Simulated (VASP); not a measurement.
# ReP2 (P-4m2) in VASP: notebook

Runs on ReP2. Level: PBE. Tasks: single point.

Program: VASP 6.6.1. These are calculated values, not measurements. Logs are shortened: lines on timing, memory, paths and dates and some standing lists are left out, and cuts for length are marked.

### Step 1. The cell of the first run

Symmetry: P-4m2, No. 115, tetragonal system. The conventional cell has a = 3.103 Å, b = 3.103 Å, c = 5.453 Å, α = 90.00°, β = 90.00°, γ = 90.00°. Within 3.2 Å of Re (site symmetry -4m2) lie 4 P at 2.29 Å and 4 Re at 3.10 Å. P (site symmetry 2mm) has 2 Re at 2.29 Å and 8 P at 3.02 to 3.10 Å within 3.2 Å.

### Step 2. Single point, PBE (atoms taken out)

Input file INCAR:

```
SYSTEM = ReP2
PREC = Accurate
ENCUT = 560
EDIFF = 1E-6
ISMEAR = 0
SIGMA = 0.1
LREAL = .FALSE.
LASPH = .TRUE.
NELM = 120
ALGO = Normal
ISIF = 2
LWAVE = .FALSE.
LCHARG = .FALSE.
GGA = PE
NBANDS = 20
GGA_COMPAT = .FALSE.
```

Input file KPOINTS:

```
Automatic mesh
0
G
  6 6 4
  0 0 0
```

Input file POSCAR:

```
ReP2
1.0
    3.1029752282      0.0000000000      0.0000000000
    0.0000000000      3.1029752282      0.0000000000
    0.0000000000      0.0000000000      5.4533950033
Re P
1 2
Direct
    0.0000000000      0.0000000000      0.0000000000
    0.5000000000      0.0000000000      0.3097013425
    0.0000000000      0.5000000000      0.6902986575
```

Potentials or basis: VASP PAW PBE potentials, release 64 (Re_sv_GW, P).

Run with:

```console
> cat potpaw_PBE.64/Re_sv_GW/POTCAR potpaw_PBE.64/P/POTCAR > POTCAR
> mpirun -np 1 vasp_std > vasp.out
```

OUTCAR:

```text
SYSTEM = ReP2
   PREC = Accurate
   ENCUT = 560
   EDIFF = 1E-6
   ISMEAR = 0
   LREAL = .FALSE.
   LASPH = .TRUE.
   NELM = 120
   ISIF = 2
   GGA = PE

 ion  position               nearest neighbor table
   1  0.000  0.000  0.000-   2 2.29   3 2.29   3 2.29   2 2.29
   2  0.500  0.000  0.310-   1 2.29   1 2.29
   3  0.000  0.500  0.690-   1 2.29   1 2.29

  LATTYP: Found a simple tetragonal cell.
 ALAT       =     3.1029752282
 C/A-ratio  =     1.7574729420

  Lattice vectors:

 A1 = (   3.1029752282,   0.0000000000,   0.0000000000)
 A2 = (   0.0000000000,   3.1029752282,   0.0000000000)
 A3 = (   0.0000000000,   0.0000000000,   5.4533950033)

Analysis of symmetry for initial positions (statically):
=====================================================================
 Subroutine PRICEL returns:
 Original cell was already a primitive cell.

 Routine SETGRP: Setting up the symmetry group for a
 simple tetragonal supercell.

 Subroutine GETGRP returns: Found  8 space group operations
 (whereof  8 operations were pure point group operations)
 out of a pool of 16 trial point group operations.

The static configuration has the point symmetry D_2d.

Analysis of symmetry for dynamics (positions and initial velocities):
=====================================================================
 Subroutine PRICEL returns:
 Original cell was already a primitive cell.

 Routine SETGRP: Setting up the symmetry group for a
 simple tetragonal supercell.

 Subroutine GETGRP returns: Found  8 space group operations
 (whereof  8 operations were pure point group operations)
 out of a pool of 16 trial point group operations.

The dynamic configuration has the point symmetry D_2d.

 Subroutine INISYM returns: Found  8 space group operations
 (whereof  8 operations are pure point group operations),
 and found     1 'primitive' translations

----------------------------------------------------------------------------------------

                                     Primitive cell

  volume of cell :      52.5078

  direct lattice vectors                    reciprocal lattice vectors
     3.102975228  0.000000000  0.000000000     0.322271345  0.000000000  0.000000000
     0.000000000  3.102975228  0.000000000     0.000000000  0.322271345  0.000000000
     0.000000000  0.000000000  5.453395003     0.000000000  0.000000000  0.183372009

  length of vectors
     3.102975228  3.102975228  5.453395003     0.322271345  0.322271345  0.183372009

[... 76 lines left out ...]
   ISPIN  =      1    spin polarized calculation?
   LNONCOLLINEAR =      F non collinear calculations
   LSORBIT =      F    spin-orbit coupling
   LASPH  =      T    aspherical Exc in radial PAW
   ENCUT  =  560.0 eV  41.16 Ry    6.42 a.u.   5.99  5.99 10.52*2*pi/ulx,y,z
   NELM   =    120;   NELMIN=  2; NELMDL= -5     # of ELM steps
   EDIFF  = 0.1E-05   stopping-criterion for ELM
   LREAL  =      F    real-space projection
   EDIFFG = 0.1E-04   stopping-criterion for IOM
   NSW    =      0    number of steps for IOM
   IBRION =     -1    ionic relax: 0-MD 1-quasi-New 2-CG
   NFREE  =      0    steps in history (QN), initial steepest desc. (CG)
   ISIF   =      2    stress and relaxation
   ISYM   =      2    0-nonsym 1-usesym 2-fastsym
   POTIM  = 0.5000    time-step for ionic-motion
   TEBEG  =    0.0;   TEEND  =   0.0 temperature during run
   PSTRESS=    0.0 pullay stress
   NELECT =      25.0000    total number of electrons
   NUPDOWN=      -1.0000    fix difference up-down
   EMIN   =  10.00;   EMAX   =-10.00  energy-range for DOS
   EFERMI =   0.00;   METHOD = LEGACY
   ISMEAR =     0;   SIGMA  =   0.10  broadening in eV -4-tet -1-fermi 0-gaus
   EFERMI_NEDOS =   21; number of points for ismear=-14 and -15
   IALGO  =     38    algorithm
   IMIX   =      4    mixing-type and parameters
     AMIX     =   0.40;   BMIX     =  1.00
     AMIX_MAG =   1.60;   BMIX_MAG =  1.00
  volume/ion in A,a.u.               =      17.50       118.11
  Fermi-wavevector in a.u.,A,eV,Ry     =   1.278342  2.415716 22.234065  1.634158
  Thomas-Fermi vector in A             =   2.410890
   LORBIT       =      0    0 simple, 1 ext, 2 COOP (PROOUT), +10 PAW based schemes
   GGA     = PE    functional components
   LHFCALC =     F    Hartree Fock is set to
   AEXX    =    0.0000 exact exchange contribution
   IVDW    =     0    specifies the selected vdW correction
   LEPSILON=     F    determine dielectric tensor
   LRPA    =     F    only Hartree local field effects (RPA)
 non-spin polarized calculation
 Gauss-broadening in eV      SIGMA  =   0.10
  energy-cutoff  :      560.00
  volume of cell :       52.51
 maximum number of plane-waves:      1616
 NGX is ok and might be reduce to    24
   NGX = 11   NGY = 11   NGZ = 21

 number of electron      24.9999999 magnetization

 Free energy of the ion-electron system (eV)
  ---------------------------------------------------
  ext. energy  EPLUGINS =         0.00000000
  ---------------------------------------------------
  free energy    TOTEN  =       -23.56710284 eV

  energy without entropy =      -23.55713373  energy(sigma->0) =      -23.56211829

 E-fermi :   7.8926     XC(G=0): -11.2846

 val. band max:        7.8856653935   @ k =   0.5000   0.3333   0.0000
 cond. band min:       7.9444137565   @ k =   0.5000   0.3333   0.5000
 fundamental gap:      0.0587483630
 Fermi energy:         7.8926093659

 k-point     1 :       0.0000    0.0000    0.0000
  band No.  band energies     occupation
      1     -71.8279      2.00000
      2     -33.7817      2.00000
      3     -33.6166      2.00000
      4     -33.6166      2.00000
      5      -5.3297      2.00000
      6      -1.9211      2.00000
[... 541 lines left out ...]
     19      14.7793      0.00000
     20      17.1370      0.00000

 [... further k-points ...]
[... 5 lines left out ...]
  --------------------------------------------------------------------------------------
  -------------------------------------------------------------------------------------
  Total       -0.1099810     -0.1099810     -0.1519439      0.0000000      0.0000000      0.0000000
  in kB       -3.3558675     -3.3558675     -4.6362858      0.0000000      0.0000000      0.0000000
  external PRESSURE =      -3.7826736 kB  Pullay stress =       0.0000000 kB

 VOLUME and BASIS-vectors are now :
 -----------------------------------------------------------------------------
  energy-cutoff  :      560.00
  volume of cell :       52.51
      direct lattice vectors                 reciprocal lattice vectors
     3.102975228  0.000000000  0.000000000     0.322271345  0.000000000  0.000000000
     0.000000000  3.102975228  0.000000000     0.000000000  0.322271345  0.000000000
     0.000000000  0.000000000  5.453395003     0.000000000  0.000000000  0.183372009

 POSITION                                       TOTAL-FORCE (eV/Angst)
 -----------------------------------------------------------------------------------
      0.00000      0.00000      0.00000         0.000000      0.000000      0.000000
      1.55149      0.00000      1.68892         0.000000     -0.000000     -0.028325
      0.00000      1.55149      3.76447         0.000000     -0.000000      0.028325
 -----------------------------------------------------------------------------------
    total drift:                               -0.000000      0.000000     -0.000000

  FREE ENERGIE OF THE ION-ELECTRON SYSTEM (eV)
  ---------------------------------------------------
  free  energy   TOTEN  =       -23.5671028442 eV

  energy  without entropy=      -23.5571337306  energy(sigma->0) =      -23.56211829
```

stdout:

```text
POSCAR found type information on POSCAR ReP
 POSCAR found :  2 types and       3 ions
 scaLAPACK will be used
 LDA part: xc-table for (Slater+PW92), standard interpolation
 POSCAR, INCAR and KPOINTS ok, starting setup
 FFT: planning ... GRIDC
 FFT: planning ... GRID_SOFT
 FFT: planning ... GRID
 WAVECAR not read
 entering main loop
```

Wall time 32 s (1 thread of Intel Xeon Platinum 8488C (Sapphire Rapids), shared host); peak memory 0.18 GiB.

Results:

```
Free energy            : -23.5671 eV
Pressure               : -0.4 GPa
Largest force          : 0.028 eV/Å
Band gap on the k mesh : zero (an odd number of electrons rules out a gap without spin polarisation)
```

Forces on the atoms (eV/Å):
```
Re   0.000  0.000  0.000
P    0.000  0.000 -0.028
P    0.000  0.000  0.028
```

Levels at points of the mesh, in eV from the Fermi level:
| k point | band 9 | band 10 | band 11 | band 12 | band 13 | band 14 | band 15 | band 16 |
| --- | --- | --- | --- | --- | --- | --- | --- | --- |
| (0.00, 0.00, 0.00) | -2.31 | -2.31 | -1.78 | 0.70 | 0.70 | 1.23 | 2.37 | 6.04 |
| (0.50, 0.00, 0.00) | -3.43 | -1.80 | -1.66 | -0.96 | -0.51 | 2.20 | 2.80 | 3.68 |
| (0.50, 0.50, 0.00) | -3.01 | -3.01 | -1.37 | -1.19 | -1.06 | 1.59 | 1.59 | 2.47 |
| (0.00, 0.00, 0.50) | -2.59 | -2.59 | -0.25 | 0.85 | 1.23 | 2.17 | 2.17 | 4.02 |
| (0.50, 0.00, 0.50) | -3.46 | -2.84 | -1.90 | -0.91 | 1.88 | 2.84 | 3.30 | 3.41 |
| (0.50, 0.50, 0.50) | -3.91 | -3.80 | -2.03 | -2.03 | -0.02 | -0.02 | 2.03 | 2.19 |

Caveat: the cell differs from its parent crystal (atoms taken out); spin-orbit coupling is left out, which moves the levels of the heavy elements; an odd number of electrons without spin polarisation forces a metal; a magnetic or distorted state may lie lower.

### Step 3. Single point, PBE, collinear spin (atoms taken out)

Input file INCAR:

```
PREC = Accurate ; ENCUT = 560
EDIFF = 1E-6 ; ISMEAR = 0
SIGMA = 0.1 ; LREAL = F
LASPH = T ; NELM = 200
ALGO = Normal ; ISIF = 2
LWAVE = F ; LCHARG = T
ISPIN = 2 ; MAGMOM = 1 0 0
LORBIT = 11 ; LMAXMIX = 4
GGA = PE ; LELF = T
LVHAR = T ; NBANDS = 24
GGA_COMPAT = F
```

Input file KPOINTS:

```
regular mesh
0
Gamma
  6 6 4
```

POSCAR is that of step 2.

Potentials or basis: VASP PAW PBE potentials, release 64 (Re_sv_GW, P).

Run with:

```console
> cat potpaw_PBE.64/Re_sv_GW/POTCAR potpaw_PBE.64/P/POTCAR > POTCAR
> mpirun -np 1 vasp_std > vasp.out
```

OUTCAR:

```text
PREC = Accurate
   ENCUT = 560
   EDIFF = 1E-6
   ISMEAR = 0
   LREAL = F
   LASPH = T
   NELM = 200
   ISIF = 2
   ISPIN = 2
   LORBIT = 11
   GGA = PE

 ion  position               nearest neighbor table
   1  0.000  0.000  0.000-   2 2.29   3 2.29   3 2.29   2 2.29
   2  0.500  0.000  0.310-   1 2.29   1 2.29
   3  0.000  0.500  0.690-   1 2.29   1 2.29

  LATTYP: Found a simple tetragonal cell.
 ALAT       =     3.1029752282
 C/A-ratio  =     1.7574729420

  Lattice vectors:
[... 1521 lines left out ...]
  energy-cutoff  :      560.00
  volume of cell :       52.51
      direct lattice vectors                 reciprocal lattice vectors
     3.102975228  0.000000000  0.000000000     0.322271345  0.000000000  0.000000000
     0.000000000  3.102975228  0.000000000     0.000000000  0.322271345  0.000000000
     0.000000000  0.000000000  5.453395003     0.000000000  0.000000000  0.183372009

 POSITION                                       TOTAL-FORCE (eV/Angst)
 -----------------------------------------------------------------------------------
      0.00000      0.00000      0.00000         0.000000      0.000000      0.000000
      1.55149      0.00000      1.68892        -0.000000      0.000000     -0.028060
      0.00000      1.55149      3.76447         0.000000      0.000000      0.028060
 -----------------------------------------------------------------------------------
    total drift:                                0.000000     -0.000000     -0.000000

  FREE ENERGIE OF THE ION-ELECTRON SYSTEM (eV)
  ---------------------------------------------------
  free  energy   TOTEN  =       -23.5671042961 eV

  energy  without entropy=      -23.5571339571  energy(sigma->0) =      -23.56211913

 total charge

# of ion       s       p       d       f       tot
--------------------------------------------------
    1        3.485   6.034   4.253   0.049  13.822
    2        1.104   1.334   0.000   0.000   2.437
    3        1.104   1.334   0.000   0.000   2.437
--------------------------------------------------
tot          5.692   8.701   4.253   0.049  18.696

 magnetization (x)

# of ion       s       p       d       f       tot
--------------------------------------------------
    1       -0.000   0.000   0.000   0.000  -0.000
    2       -0.000  -0.000   0.000   0.000  -0.000
    3       -0.000  -0.000   0.000   0.000  -0.000
--------------------------------------------------
tot         -0.000  -0.000   0.000   0.000  -0.000
```

OSZICAR:

```text
N       E                     dE             d eps       ncg     rms          rms(c)
DAV:   1     0.147086248748E+03    0.14709E+03   -0.13691E+04  2920   0.104E+03
DAV:   2    -0.194312642760E+02   -0.16652E+03   -0.16069E+03  3648   0.251E+02
[... 13 lines left out ...]
DAV:  16    -0.235695582529E+02    0.73029E-02   -0.71761E-03  3312   0.553E-01    0.222E+01
DAV:  17    -0.235678387287E+02    0.17195E-02   -0.17386E-03  3456   0.259E-01    0.110E+01
DAV:  18    -0.235672642371E+02    0.57449E-03   -0.51355E-04  3280   0.141E-01    0.470E+00
DAV:  19    -0.235671169747E+02    0.14726E-03   -0.20094E-04  3424   0.870E-02    0.114E+00
DAV:  20    -0.235671047768E+02    0.12198E-04   -0.28089E-05  3488   0.313E-02    0.295E-01
DAV:  21    -0.235671042961E+02    0.48073E-06   -0.50149E-06  3288   0.130E-02
   1 F= -.23567104E+02 E0= -.23562119E+02  d E =-.997034E-02  mag=     0.0001
```

stdout:

```text
POSCAR found type information on POSCAR ReP
 POSCAR found :  2 types and       3 ions
 scaLAPACK will be used
 LDA part: xc-table for (Slater+PW92), standard interpolation
 POSCAR, INCAR and KPOINTS ok, starting setup
 FFT: planning ... GRIDC
 FFT: planning ... GRID_SOFT
 FFT: planning ... GRID
 WAVECAR not read
 entering main loop
```

Run time: 43 s. Hardware: 1 thread of Intel Xeon 6975P-C (Granite Rapids), shared host; peak memory 0.21 GiB.

What came out:

```
Free energy                                           : -23.5671 eV
Pressure                                              : -0.3 GPa
Largest force                                         : 0.028 eV/Å
Net moment                                            : 0.00 μB per cell
Valence electrons inside the program's atomic spheres : Re 13.82; P 2.44
```

Forces on the atoms (eV/Å):
```
Re   0.000  0.000  0.000
P    0.000  0.000 -0.028
P    0.000  0.000  0.028
```

Levels at points of the mesh, in eV from the Fermi level:
Spin up:
```tsv
k point	band 9	band 10	band 11	band 12	band 13	band 14	band 15	band 16
(0.00, 0.00, 0.00)	-2.31	-2.31	-1.78	0.70	0.70	1.22	2.37	6.05
(0.50, 0.00, 0.00)	-3.43	-1.80	-1.66	-0.96	-0.51	2.20	2.80	3.68
(0.50, 0.50, 0.00)	-3.01	-3.01	-1.37	-1.19	-1.06	1.59	1.59	2.47
(0.00, 0.00, 0.50)	-2.59	-2.59	-0.25	0.85	1.23	2.17	2.17	4.02
(0.50, 0.00, 0.50)	-3.46	-2.84	-1.90	-0.91	1.88	2.84	3.30	3.41
(0.50, 0.50, 0.50)	-3.91	-3.80	-2.03	-2.03	-0.02	-0.02	2.03	2.19
```
Spin down:
```tsv
k point	band 10	band 11	band 12	band 13	band 14	band 15
(0.00, 0.00, 0.00)	-2.31	-1.78	0.70	0.70	1.23	2.37
(0.50, 0.00, 0.00)	-1.80	-1.65	-0.96	-0.51	2.20	2.80
(0.50, 0.50, 0.00)	-3.01	-1.37	-1.19	-1.06	1.59	1.59
(0.00, 0.00, 0.50)	-2.59	-0.25	0.85	1.23	2.17	2.17
(0.50, 0.00, 0.50)	-2.84	-1.90	-0.91	1.88	2.84	3.30
(0.50, 0.50, 0.50)	-3.80	-2.03	-2.03	-0.02	-0.02	2.03
```

Caveat: the cell differs from its parent crystal (atoms taken out); spin-orbit coupling is left out, which moves the levels of the heavy elements.

The gap in the log of VASP goes by the Fermi energy; the results here count the filled bands.